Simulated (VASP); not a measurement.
# BN (R3m) in VASP: notebook, part 2 of 2

VASP 6.6.1. The steps go on from the part before.

### Step 3. Single point, LDA

INCAR reads:

```
SYSTEM = BN
PREC = Accurate ; ENCUT = 520
EDIFF = 1E-6 ; ISMEAR = 0
SIGMA = 0.01 ; LREAL = .FALSE.
LASPH = .TRUE. ; NELM = 80
ALGO = Normal ; ISIF = 2
LWAVE = .FALSE. ; LCHARG = .FALSE.
NBANDS = 11
```

KPOINTS reads:

```
Automatic mesh
0
G
  10 10 10
  0 0 0
```

POSCAR reads:

```
BN
1.0
    1.2511220000      0.7223350000      3.3729340000
   -1.2511220000      0.7223350000      3.3729340000
    0.0000000000     -1.4446710000      3.3729340000
B N
1 1
Direct
    0.9996710000      0.9996710000      0.9996710000
    0.3327620000      0.3327620000      0.3327620000
```

Potentials or basis: VASP PAW LDA potentials, release 64 (B, N).

The run is started by

```console
cat potpaw_LDA.64/B/POTCAR potpaw_LDA.64/N/POTCAR > POTCAR
mpirun -np 1 vasp_std > vasp.out
```

OUTCAR:

```text
SYSTEM = BN
   PREC = Accurate
   ENCUT = 520
   EDIFF = 1E-6
   ISMEAR = 0
   LREAL = .FALSE.
   LASPH = .TRUE.
   NELM = 80
   ISIF = 2

 ion  position               nearest neighbor table
   1  1.000  1.000  1.000-   2 1.44   2 1.44   2 1.44
   2  0.333  0.333  0.333-   1 1.44   1 1.44   1 1.44

  LATTYP: Found a trigonal (rhomboedric) cell.
 ALAT       =     3.6692993717
 COS(alpha) =     0.7674785490

  Lattice vectors:

 A1 = (   1.2511220000,   0.7223350000,   3.3729340000)
 A2 = (  -1.2511220000,   0.7223350000,   3.3729340000)
 A3 = (   0.0000000000,  -1.4446710000,   3.3729340000)

Analysis of symmetry for initial positions (statically):
=====================================================================
 Subroutine PRICEL returns:
 Original cell was already a primitive cell.

 Routine SETGRP: Setting up the symmetry group for a
 trigonal (rhombohedral) supercell.

 Subroutine GETGRP returns: Found  6 space group operations
 (whereof  6 operations were pure point group operations)
 out of a pool of 12 trial point group operations.

The static configuration has the point symmetry C_3v.

Analysis of symmetry for dynamics (positions and initial velocities):
=====================================================================
 Subroutine PRICEL returns:
 Original cell was already a primitive cell.

 Routine SETGRP: Setting up the symmetry group for a
 trigonal (rhombohedral) supercell.

 Subroutine GETGRP returns: Found  6 space group operations
 (whereof  6 operations were pure point group operations)
 out of a pool of 12 trial point group operations.

The dynamic configuration has the point symmetry C_3v.

 Subroutine INISYM returns: Found  6 space group operations
 (whereof  6 operations are pure point group operations),
 and found     1 'primitive' translations

[... 115 lines left out ...]
  volume/ion in A,a.u.               =       9.14        61.71
  Fermi-wavevector in a.u.,A,eV,Ry     =   1.242717  2.348395 21.012102  1.544346
  Thomas-Fermi vector in A             =   2.377059
   LORBIT       =      0    0 simple, 1 ext, 2 COOP (PROOUT), +10 PAW based schemes
   GGA     = CA    functional components
   LHFCALC =     F    Hartree Fock is set to
   AEXX    =    0.0000 exact exchange contribution
   IVDW    =     0    specifies the selected vdW correction
   LEPSILON=     F    determine dielectric tensor
   LRPA    =     F    only Hartree local field effects (RPA)
 non-spin polarized calculation
 Gauss-broadening in eV      SIGMA  =   0.01
  energy-cutoff  :      520.00
  volume of cell :       18.29
 maximum number of plane-waves:       517
   NGX = 13   NGY = 13   NGZ = 13

 number of electron       8.0000000 magnetization

 Free energy of the ion-electron system (eV)
  ---------------------------------------------------
  ext. energy  EPLUGINS =         0.00000000
  ---------------------------------------------------
  free energy    TOTEN  =       -19.28635537 eV

  energy without entropy =      -19.28635537  energy(sigma->0) =      -19.28635537

 E-fermi :   2.1932     XC(G=0): -10.4316

 val. band max:        2.0407904398   @ k =  -0.3000   0.3000   0.0000
 cond. band min:       6.0930429590   @ k =   0.5000   0.5000  -0.0000
 fundamental gap:      4.0522525192
 Fermi energy:         2.1932411173

 k-point     1 :       0.0000    0.0000    0.0000
  band No.  band energies     occupation
      1     -15.5633      2.00000
      2      -2.2030      2.00000
      3       0.7049      2.00000
      4       0.7049      2.00000
      5       6.8454      0.00000
      6      13.5663      0.00000
      7      13.5663      0.00000
      8      14.9756      0.00000
      9      16.8086      0.00000
     10      27.6477      0.00000
     11      29.4374      0.00000
[... 309 lines left out ...]
 k-point    24 :       0.4000    0.3000   -0.0000
  band No.  band energies     occupation
      1     -13.1927      2.00000
      2      -5.0355      2.00000
      3      -2.2024      2.00000
      4      -0.1785      2.00000
      5       8.2231      0.00000
      6      12.2184      0.00000
      7      14.1659      0.00000
      8      19.1208      0.00000
      9      19.9260      0.00000
     10      22.4934      0.00000
     11      26.3990      0.00000

 [... further k-points ...]
[... 5 lines left out ...]
  --------------------------------------------------------------------------------------
  -------------------------------------------------------------------------------------
  Total       -0.5900645     -0.5900640     -0.1275940      0.0000000      0.0000000      0.0000000
  in kB      -51.6907024    -51.6906609    -11.1774665      0.0000000      0.0000011      0.0000000
  external PRESSURE =     -38.1862766 kB  Pullay stress =       0.0000000 kB

 VOLUME and BASIS-vectors are now :
 -----------------------------------------------------------------------------
  energy-cutoff  :      520.00
  volume of cell :       18.29
      direct lattice vectors                 reciprocal lattice vectors
     1.251122000  0.722335000  3.372934000     0.399641282  0.230733094  0.098825951
    -1.251122000  0.722335000  3.372934000    -0.399641282  0.230733094  0.098825951
     0.000000000 -1.444671000  3.372934000     0.000000000 -0.461466189  0.098825883

 POSITION                                       TOTAL-FORCE (eV/Angst)
 -----------------------------------------------------------------------------------
      0.00000     -0.00000     10.11547         0.000000      0.000000     -0.002201
      0.00000     -0.00000      3.36715         0.000000     -0.000000      0.002201
 -----------------------------------------------------------------------------------
    total drift:                                0.000000      0.000022      0.000055

  FREE ENERGIE OF THE ION-ELECTRON SYSTEM (eV)
  ---------------------------------------------------
  free  energy   TOTEN  =       -19.2863553651 eV

  energy  without entropy=      -19.2863553651  energy(sigma->0) =      -19.28635537
```

OSZICAR:

```text
N       E                     dE             d eps       ncg     rms          rms(c)
DAV:   1     0.111428074677E+02    0.11143E+02   -0.47070E+03  2600   0.685E+02
DAV:   2    -0.205750921967E+02   -0.31718E+02   -0.30689E+02  3014   0.149E+02
DAV:   3    -0.212805029324E+02   -0.70541E+00   -0.70433E+00  3065   0.199E+01
DAV:   4    -0.212823720880E+02   -0.18692E-02   -0.18691E-02  2848   0.124E+00
DAV:   5    -0.212823808316E+02   -0.87436E-05   -0.87435E-05  3131   0.715E-02    0.781E+00
DAV:   6    -0.195374728072E+02    0.17449E+01   -0.58208E+00  2729   0.131E+01    0.347E+00
DAV:   7    -0.193452807290E+02    0.19219E+00   -0.19291E-01  3065   0.313E+00    0.208E+00
DAV:   8    -0.192867881723E+02    0.58493E-01   -0.14349E-01  3017   0.225E+00    0.231E-01
DAV:   9    -0.192863656177E+02    0.42255E-03   -0.24326E-03  2807   0.402E-01    0.133E-01
DAV:  10    -0.192863531558E+02    0.12462E-04   -0.18295E-04  2994   0.118E-01    0.200E-02
DAV:  11    -0.192863556506E+02   -0.24947E-05   -0.10884E-05  3021   0.214E-02    0.142E-02
DAV:  12    -0.192863553651E+02    0.28552E-06   -0.25105E-06  2786   0.991E-03
   1 F= -.19286355E+02 E0= -.19286355E+02  d E =-.392905-105
```

stdout:

```text
POSCAR found type information on POSCAR B N
 POSCAR found :  2 types and       2 ions
 scaLAPACK will be used
 LDA part: xc-table for (Slater(with rela. corr.)+CA(PZ))
 , standard interpolation
 POSCAR, INCAR and KPOINTS ok, starting setup
 FFT: planning ... GRIDC
 FFT: planning ... GRID_SOFT
 FFT: planning ... GRID
 WAVECAR not read
 entering main loop
```

Wall time 17 s (1 thread of Intel Xeon Platinum 8488C (Sapphire Rapids), shared host); peak memory 0.14 GiB.

Results:

```
Free energy            : -19.2864 eV
Pressure               : -3.8 GPa
Band gap on the k mesh : 4.05 eV, indirect (least direct gap 4.75 eV)
```

Forces in eV/Å, atoms in the order of the input:
```
B    0.000  0.000 -0.002
N    0.000  0.000  0.002
```

A k mesh can miss the band edges. A hybrid or GW would open this gap; LDA tends to underestimate it.

### Step 4. Single point, BLYP

INCAR reads:

```
SYSTEM = BN
PREC = Accurate
ENCUT = 520
EDIFF = 1E-6
ISMEAR = 0
SIGMA = 0.01
LREAL = .FALSE.
LASPH = .TRUE.
NELM = 100
ALGO = Normal
ISIF = 2
LWAVE = .FALSE.
LCHARG = .FALSE.
GGA = B5
ALDAX = 1.0
AGGAX = 1.0
AGGAC = 1.0
ALDAC = 0.0
NBANDS = 11
```

KPOINTS reads:

```
regular mesh
0
G
  10 10 10
  0 0 0
```

POSCAR is that of step 3.

Potentials or basis: VASP PAW PBE potentials, release 64 (B, N).

The run is started by

```console
cat potpaw_PBE.64/B/POTCAR potpaw_PBE.64/N/POTCAR > POTCAR
mpirun -np 1 vasp_std > vasp.out
```

Run time: 25 s. Hardware: 1 thread of Intel Xeon Platinum 8488C (Sapphire Rapids), shared host; peak memory 0.16 GiB.

The run converged. Its results:

- Free energy: -16.8244 eV
- Pressure: 5.5 GPa
- Band gap on the k mesh: 4.32 eV, indirect (least direct gap 4.94 eV)

Stress tensor (GPa, compression positive):
```
6.26 0.00 0.00
0.00 6.26 0.00
0.00 0.00 3.93
```

Levels at points of the mesh, in eV from the valence-band top:
| k point | band 1 | band 2 | band 3 | band 4 | band 5 | band 6 | band 7 | band 8 | band 9 |
| --- | --- | --- | --- | --- | --- | --- | --- | --- | --- |
| (0.00, 0.00, 0.00) | -17.72 | -4.17 | -1.42 | -1.42 | 5.18 | 11.72 | 11.72 | 13.08 | 14.84 |
| (0.50, 0.00, 0.00) | -14.58 | -8.90 | -4.15 | -0.62 | 5.31 | 10.04 | 13.11 | 14.99 | 20.01 |
| (0.50, 0.50, 0.00) | -14.51 | -8.78 | -4.21 | -1.19 | 4.32 | 10.05 | 14.25 | 17.53 | 20.22 |
| (0.50, 0.50, 0.50) | -17.46 | -6.12 | -1.44 | -1.44 | 10.10 | 11.65 | 11.65 | 12.32 | 16.28 |

Caveat: the PAW data sets were made with another functional, which shifts forces and pressure a little. A k mesh can miss the band edges.

### Step 5. Overview

```csv
level,potentials or basis,gap on the mesh (eV),pressure (GPa)
PBEsol,"VASP PAW PBE potentials, release 64 (B, N)",4.14,1.0
LDA,"VASP PAW LDA potentials, release 64 (B, N)",4.05,-3.8
BLYP,"VASP PAW PBE potentials, release 64 (B, N)",4.32,5.5
```

Alike in all rows: task single point; no spin polarisation; cell as given; k mesh 10 × 10 × 10; cutoff (eV) 520; smearing gaussian 0.01 eV.

Caveats: the PAW data sets were made with another functional, which shifts forces and pressure a little (some runs).

Total energies depend on the potentials used, so only differences within one code and one set of settings carry meaning.
